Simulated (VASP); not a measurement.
# SH2 in VASP: notebook

Aim: see how the results for SH2 move with the level of theory and the settings. Levels: RPBE, revPBE+D3(BJ), PBE+D3(BJ), PBE+D4. Tasks: single point.

Everything below comes from runs of VASP 6.6.1. Logs are shortened: lines on timing, memory, paths and dates and some standing lists are left out, and cuts for length are marked.

### Step 1. The cell of the first run

The cell holds a molecule in a box, 3 atoms: a = 12.326 Å, b = 12.826 Å, c = 13.326 Å, α = 90.00°, β = 90.00°, γ = 90.00°.

### Step 2. Single point, RPBE

Input file INCAR:

```
SYSTEM = H2S
  ALGO = Normal
  EDIFF = 1E-6
  ENCUT = 1000
  GGA = RP
  GGA_COMPAT = .FALSE.
  ISIF = 2
  ISMEAR = 0
  LASPH = .TRUE.
  LCHARG = .TRUE.
  LELF = .TRUE.
  LREAL = .FALSE.
  LVHAR = .TRUE.
  LWAVE = .FALSE.
  NBANDS = 11
  NELM = 120
  NELMDL = -8
  PREC = Accurate
  SIGMA = 0.005
```

Input file KPOINTS:

```
k-points
0
G
  1 1 1
  0 0 0
```

Input file POSCAR:

```
H2S
1.0
   12.3255669104      0.0000000000      0.0000000000
    0.0000000000     12.8255669104      0.0000000000
    0.0000000000      0.0000000000     13.3255669104
S H
1 2
Direct
    0.5294691500      0.5110600700      0.4594833100
    0.5162436300      0.4312875900      0.5244762600
    0.4663476000      0.5742980600      0.5158113300
```

Potentials or basis: VASP PAW PBE potentials, release 64 (S, H_h).

Launch:

```sh
cat potpaw_PBE.64/S/POTCAR potpaw_PBE.64/H_h/POTCAR > POTCAR
mpirun -np 1 vasp_gam > vasp.out
```

OUTCAR:

```text
SYSTEM = H2S
   EDIFF = 1E-6
   ENCUT = 1000
   GGA = RP
   ISIF = 2
   ISMEAR = 0
   LASPH = .TRUE.
   LREAL = .FALSE.
   NELM = 120
   NELMDL = -8
   PREC = Accurate

 ion  position               nearest neighbor table
   1  0.529  0.511  0.459-   2 1.35   3 1.35
   2  0.516  0.431  0.524-   1 1.35
   3  0.466  0.574  0.516-   1 1.35

  LATTYP: Found a simple orthorhombic cell.
 ALAT       =    12.3255669104
 B/A-ratio  =     1.0405660854
 C/A-ratio  =     1.0811321708

  Lattice vectors:

 A1 = (  12.3255669104,   0.0000000000,   0.0000000000)
 A2 = (   0.0000000000,  12.8255669104,   0.0000000000)
 A3 = (   0.0000000000,   0.0000000000,  13.3255669104)

Analysis of symmetry for initial positions (statically):
=====================================================================
 Subroutine PRICEL returns:
 Original cell was already a primitive cell.

 Routine SETGRP: Setting up the symmetry group for a
 simple orthorhombic supercell.

 Subroutine GETGRP returns: Found  1 space group operations
 (whereof  1 operations were pure point group operations)
 out of a pool of  8 trial point group operations.

The static configuration has the point symmetry C_1 .

Analysis of symmetry for dynamics (positions and initial velocities):
=====================================================================
 Subroutine PRICEL returns:
 Original cell was already a primitive cell.

 Routine SETGRP: Setting up the symmetry group for a
 simple orthorhombic supercell.

 Subroutine GETGRP returns: Found  1 space group operations
 (whereof  1 operations were pure point group operations)
 out of a pool of  8 trial point group operations.

The dynamic configuration has the point symmetry C_1 .

 Subroutine INISYM returns: Found  1 space group operations
 (whereof  1 operations are pure point group operations),
 and found     1 'primitive' translations

----------------------------------------------------------------------------------------

                                     Primitive cell

  volume of cell :    2106.5374

  direct lattice vectors                    reciprocal lattice vectors
    12.325566910  0.000000000  0.000000000     0.081132171  0.000000000  0.000000000
     0.000000000 12.825566910  0.000000000     0.000000000  0.077969263  0.000000000
     0.000000000  0.000000000 13.325566910     0.000000000  0.000000000  0.075043712

[... 60 lines left out ...]
   NELM   =    120;   NELMIN=  2; NELMDL= -8     # of ELM steps
   EDIFF  = 0.1E-05   stopping-criterion for ELM
   LREAL  =      F    real-space projection
   EDIFFG = 0.1E-04   stopping-criterion for IOM
   NSW    =      0    number of steps for IOM
   IBRION =     -1    ionic relax: 0-MD 1-quasi-New 2-CG
   NFREE  =      0    steps in history (QN), initial steepest desc. (CG)
   ISIF   =      2    stress and relaxation
   ISYM   =      2    0-nonsym 1-usesym 2-fastsym
   POTIM  = 0.5000    time-step for ionic-motion
   TEBEG  =    0.0;   TEEND  =   0.0 temperature during run
   PSTRESS=    0.0 pullay stress
   NELECT =       8.0000    total number of electrons
   NUPDOWN=      -1.0000    fix difference up-down
   EMIN   =  10.00;   EMAX   =-10.00  energy-range for DOS
   EFERMI =   0.00;   METHOD = LEGACY
   ISMEAR =     0;   SIGMA  =   0.01  broadening in eV -4-tet -1-fermi 0-gaus
   EFERMI_NEDOS =   21; number of points for ismear=-14 and -15
   IALGO  =     38    algorithm
   IMIX   =      4    mixing-type and parameters
     AMIX     =   0.40;   BMIX     =  1.00
     AMIX_MAG =   1.60;   BMIX_MAG =  1.00
  volume/ion in A,a.u.               =     702.18      4738.54
  Fermi-wavevector in a.u.,A,eV,Ry     =   0.255416  0.482667  0.887609  0.065237
  Thomas-Fermi vector in A             =   1.077651
   LORBIT       =      0    0 simple, 1 ext, 2 COOP (PROOUT), +10 PAW based schemes
   GGA     = RP    functional components
   LHFCALC =     F    Hartree Fock is set to
   AEXX    =    0.0000 exact exchange contribution
   IVDW    =     0    specifies the selected vdW correction
   LEPSILON=     F    determine dielectric tensor
   LRPA    =     F    only Hartree local field effects (RPA)
 non-spin polarized calculation
 Gauss-broadening in eV      SIGMA  =   0.01
  energy-cutoff  :     1000.00
  volume of cell :     2106.54
 maximum number of plane-waves:     75663
 NGX is ok and might be reduce to   126
   NGX = 63   NGY = 67   NGZ = 69

 number of electron       8.0000000 magnetization

 Free energy of the ion-electron system (eV)
  ---------------------------------------------------
  ext. energy  EPLUGINS =         0.00000000
  ---------------------------------------------------
  free energy    TOTEN  =       -11.30850259 eV

  energy without entropy =      -11.30850259  energy(sigma->0) =      -11.30850259

 E-fermi :  -6.1213     XC(G=0):  -0.4211

 val. band max:       -6.1718566833   @ k =   0.0000   0.0000   0.0000
 cond. band min:      -0.8815555780   @ k =   0.0000   0.0000   0.0000
 fundamental gap:      5.2903011053
 Fermi energy:        -6.1212641152

 k-point     1 :       0.0000    0.0000    0.0000
  band No.  band energies     occupation
      1     -18.3871      2.00000
      2     -10.8191      2.00000
      3      -9.0041      2.00000
      4      -6.1719      2.00000
      5      -0.8816      0.00000
      6      -0.5821      0.00000
      7       0.2734      0.00000
      8       0.5286      0.00000
      9       0.5690      0.00000
     10       0.6980      0.00000
     11       0.7708      0.00000

------------------------ aborting loop because EDIFF is reached ----------------------------------------

  FORCE on cell =-STRESS in cart. coord.  units (eV):
  Direction    XX          YY          ZZ          XY          YZ          ZX
  --------------------------------------------------------------------------------------
  -------------------------------------------------------------------------------------
  Total       -0.0416775     -0.0637534     -0.0646899      0.0227125     -0.0052977      0.0342237
  in kB       -0.0316988     -0.0484892     -0.0492015      0.0172746     -0.0040293      0.0260297
  external PRESSURE =      -0.0431298 kB  Pullay stress =       0.0000000 kB

 VOLUME and BASIS-vectors are now :
 -----------------------------------------------------------------------------
  energy-cutoff  :     1000.00
  volume of cell :     2106.54
      direct lattice vectors                 reciprocal lattice vectors
    12.325566910  0.000000000  0.000000000     0.081132171  0.000000000  0.000000000
     0.000000000 12.825566910  0.000000000     0.000000000  0.077969263  0.000000000
     0.000000000  0.000000000 13.325566910     0.000000000  0.000000000  0.075043712

 POSITION                                       TOTAL-FORCE (eV/Angst)
 -----------------------------------------------------------------------------------
      6.52601      6.55464      6.12288        -0.044434      0.010658      0.064775
      6.36300      5.53151      6.98894         0.007428      0.023913     -0.025711
      5.74800      7.36570      6.87348         0.037006     -0.034571     -0.039065
 -----------------------------------------------------------------------------------
    total drift:                               -0.000003      0.000026     -0.000083

  FREE ENERGIE OF THE ION-ELECTRON SYSTEM (eV)
  ---------------------------------------------------
  free  energy   TOTEN  =       -11.3085025943 eV

  energy  without entropy=      -11.3085025943  energy(sigma->0) =      -11.30850259
```

stdout:

```text
POSCAR found type information on POSCAR S H
 POSCAR found :  2 types and       3 ions
 scaLAPACK will be used
 -----------------------------------------------------------------------------
|                                                                             |
|                                                                             |
|     You enforced a specific xc type in the INCAR file but a different       |
|     I HOPE YOU KNOW WHAT YOU ARE DOING!                                     |
|                                                                             |
 -----------------------------------------------------------------------------

 LDA part: xc-table for (Slater+PW92), standard interpolation
 POSCAR, INCAR and KPOINTS ok, starting setup
 FFT: planning ... GRIDC
 FFT: planning ... GRID_SOFT
 FFT: planning ... GRID
 WAVECAR not read
 entering main loop
```

It took 6.6 min on 1 thread of AMD EPYC 7R13 (Zen 3), shared host; peak memory 3.5 GiB.

Results:

- Free energy: -11.3085 eV
- Largest force: 0.079 eV/Å
- Gap between the frontier levels: 5.29 eV

Forces in eV/Å, atoms in the order of the input:
```
S   -0.044  0.011  0.065
H    0.007  0.024 -0.026
H    0.037 -0.035 -0.039
```

Levels at points of the mesh, in eV from the valence-band top:
```csv
k point,band 2,band 3,band 4,band 5,band 6,band 7
"(0.00, 0.00, 0.00)",-4.65,-2.83,0.00,5.29,5.59,6.45
```

Caveat: the PAW data sets were made with another functional, which shifts forces and pressure a little.

### Step 3. Single point, revPBE+D3(BJ)

Input file INCAR:

```
SYSTEM = H2S
PREC = Accurate ; ENCUT = 1000
EDIFF = 1E-6 ; ISMEAR = 0
SIGMA = 0.005 ; LREAL = .False.
LASPH = .True. ; NELM = 120
ALGO = Normal ; ISIF = 2
LWAVE = .False. ; LCHARG = .True.
GGA = RE ; IVDW = 12
LELF = .True. ; LVHAR = .True.
NBANDS = 11 ; GGA_COMPAT = .False.
NELMDL = -8
```

Input file KPOINTS:

```
regular mesh
0
Gamma
  1 1 1
  0 0 0
```

POSCAR is that of step 2.

Potentials or basis: VASP PAW PBE potentials, release 64 (S, H_h).

Launch:

```sh
cat potpaw_PBE.64/S/POTCAR potpaw_PBE.64/H_h/POTCAR > POTCAR
mpirun -np 1 vasp_gam > vasp.out
```

Wall time 12 min (1 thread of AMD EPYC, shared host); peak memory 3.5 GiB.

Results (log left out):

* Free energy: -11.3556 eV
* Largest force: 0.083 eV/Å
* Gap between the frontier levels: 5.31 eV
* Dispersion energy per atom: -0.020 eV

Forces on the atoms (eV/Å):
```
S   -0.046  0.010  0.068
H    0.006  0.030 -0.028
H    0.040 -0.040 -0.040
```

Levels at points of the mesh, in eV from the valence-band top:
```
           k point  band 1  band 2  band 3  band 4  band 5  band 6  band 7  band 8  band 9
(0.00, 0.00, 0.00)  -12.21   -4.65   -2.83    0.00    5.31    5.61    6.42    6.67    6.70
```

Caveat: the PAW data sets were made with another functional, which shifts forces and pressure a little.

### Step 4. Single point, PBE+D3(BJ)

Input file INCAR:

```
SYSTEM = H2S
PREC = Accurate
ENCUT = 1000
EDIFF = 1E-6
ISMEAR = 0
SIGMA = 0.005
LREAL = .False.
LASPH = .True.
NELM = 120
ALGO = Normal
ISIF = 2
LWAVE = .False.
LCHARG = .False.
GGA = PE
IVDW = 12
NBANDS = 11
GGA_COMPAT = .False.
NELMDL = -8
```

Input file KPOINTS:

```
Automatic mesh
0
Gamma
  1 1 1
  0 0 0
```

POSCAR is that of step 3.

Launch:

```sh
cat potpaw_PBE.64/S/POTCAR potpaw_PBE.64/H_h/POTCAR > POTCAR
mpirun -np 1 vasp_gam > vasp.out
```

It took 10 min on 1 thread of AMD EPYC, shared host; peak memory 3.5 GiB.

The run converged. Its results:

```yaml
Free_energy: -11.2343 eV
Largest_force: 0.091 eV/Å
Gap_between_the_frontier_levels: 5.37 eV
Dispersion_energy_per_atom: -0.007 eV
```

Forces in eV/Å, atoms in the order of the input:
```
S   -0.050  0.009  0.075
H    0.005  0.041 -0.032
H    0.045 -0.050 -0.043
```

Levels at points of the mesh, in eV from the valence-band top:
| k point | band 1 | band 2 | band 3 | band 4 | band 5 | band 6 | band 7 | band 8 |
| --- | --- | --- | --- | --- | --- | --- | --- | --- |
| (0.00, 0.00, 0.00) | -12.21 | -4.63 | -2.82 | 0.00 | 5.37 | 5.62 | 6.46 | 6.78 |

### Step 5. Single point, PBE+D4

Input file INCAR:

```
  ALGO = Normal
  EDIFF = 1E-6
  ENCUT = 1000
  GGA = PE
  GGA_COMPAT = False
  ISIF = 2
  ISMEAR = 0
  IVDW = 13
  LASPH = True
  LCHARG = False
  LREAL = False
  LWAVE = False
  NBANDS = 11
  NELM = 120
  NELMDL = -8
  PREC = Accurate
  SIGMA = 0.005
```

Input file KPOINTS:

```
k-points
0
Gamma
  1 1 1
```

POSCAR is that of step 4.

Launch:

```sh
cat potpaw_PBE.64/S/POTCAR potpaw_PBE.64/H_h/POTCAR > POTCAR
mpirun -np 1 vasp_gam > vasp.out
```

It took 7.1 min on 1 thread of Intel Xeon Platinum 8259CL at 2.50GHz (Skylake/Cascade Lake), shared host; peak memory 3.5 GiB.

It converged, with:

- Free energy: -11.2276 eV
- Largest force: 0.089 eV/Å
- Gap between the frontier levels: 5.37 eV
- Dispersion energy per atom: -0.005 eV

Forces on the atoms (eV/Å):
```
S   -0.050  0.009  0.074
H    0.005  0.040 -0.031
H    0.045 -0.050 -0.042
```

Levels at points of the mesh, in eV from the valence-band top:
```
           k point  band 1  band 2  band 3  band 4  band 5  band 6  band 7  band 8
(0.00, 0.00, 0.00)  -12.21   -4.63   -2.82    0.00    5.37    5.62    6.46    6.78
```

### Step 6. Summary

| level | gap on the mesh (eV) | largest force (eV/Å) |
| --- | --- | --- |
| RPBE | 5.29 | 0.08 |
| revPBE+D3(BJ) | 5.31 | 0.08 |
| PBE+D3(BJ) | 5.37 | 0.09 |
| PBE+D4 | 5.37 | 0.09 |

Alike in all rows: task single point; potentials or basis VASP PAW PBE potentials, release 64 (S, H_h); no spin polarisation; cell as given; k mesh 1 × 1 × 1; cutoff (eV) 1000; smearing gaussian 0.005 eV.

On the cell as given the gap runs from 5.29 eV (RPBE) to 5.37 eV (PBE+D3(BJ)).

Caveats: the PAW data sets were made with another functional, which shifts forces and pressure a little (at least some runs).

Absolute energies hang on the potentials; compare differences alone.
